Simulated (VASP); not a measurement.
Set up this calculation in VASP 6.6.1, as the native input.

```yaml
Task: single point
Functional: r2SCAN
Potentials_or_basis: VASP PAW PBE potentials, release 64 (Mg, O)
Cutoff: 520 eV
k_mesh: 12 × 12 × 12
Occupations: gaussian, width 0.05 eV
Spin: no spin polarisation
Dipole_correction: no
Further_INCAR_settings: ALGO = Normal; EDIFF = 1e-07; NBANDS = 14
```

Crystal: MgO2.

```
CELL_PARAMETERS angstrom
1.64488 0.94967 3.40663
-1.64488 0.94967 3.40663
0.00000 -1.89934 3.40663
ATOMIC_POSITIONS crystal
Mg 0.00000 0.00000 0.00000
O 0.42879 0.42879 0.42879
O 0.57121 0.57121 0.57121
```

This cell differs from its parent crystal: strain +0.025 along x and y, -0.025 along z.

The input as run:

POSCAR

```
MgO2
1.0
    1.6448800414      0.9496719347      3.4066294030
   -1.6448800414      0.9496719347      3.4066294030
    0.0000000000     -1.8993438694      3.4066294030
Mg O
1 2
Direct
    0.0000000000      0.0000000000      0.0000000000
    0.4287860000      0.4287860000      0.4287860000
    0.5712140000      0.5712140000      0.5712140000
```

INCAR.step1

```
SYSTEM = MgO2
ALGO = Normal
EDIFF = 1E-4
ENCUT = 520
GGA = PE
ISMEAR = 0
LASPH = .True.
LCHARG = .False.
LREAL = .False.
LWAVE = .True.
NBANDS = 14
NELM = 100
PREC = Accurate
SIGMA = 0.05
```

INCAR.step2

```
SYSTEM = MgO2
ALGO = Normal
EDIFF = 1E-7
ENCUT = 520
ISIF = 2
ISMEAR = 0
ISTART = 1
LASPH = .True.
LCHARG = .False.
LMIXTAU = .True.
LREAL = .False.
LWAVE = .False.
METAGGA = R2SCAN
NBANDS = 14
NELM = 100
PREC = Accurate
SIGMA = 0.05
```

KPOINTS

```
k-points
0
Gamma
  12 12 12
  0 0 0
```

Potentials or basis: VASP PAW PBE potentials, release 64 (Mg, O).

The run is started by

```sh
$ cat potpaw_PBE.64/Mg/POTCAR potpaw_PBE.64/O/POTCAR > POTCAR
$ cp INCAR.step1 INCAR
$ mpirun -np 1 vasp_std > vasp.out
$ cp INCAR.step2 INCAR
$ mpirun -np 1 vasp_std > vasp.out
```

It gave:

The pressure is -5.6 GPa and the largest force is 1.163 eV/Å. The band gap on the k mesh is 3.49 eV (least direct gap 3.50 eV).

Caveat: the cell differs from its parent crystal (strain +0.025 along x and y, -0.025 along z); the cell stands under tension; the PAW data sets were made with another functional, which shifts forces and pressure a little.

Run time: 8.6 min on 1 thread of Intel Xeon 8259CL, on a shared host, peak memory 0.23 GiB.
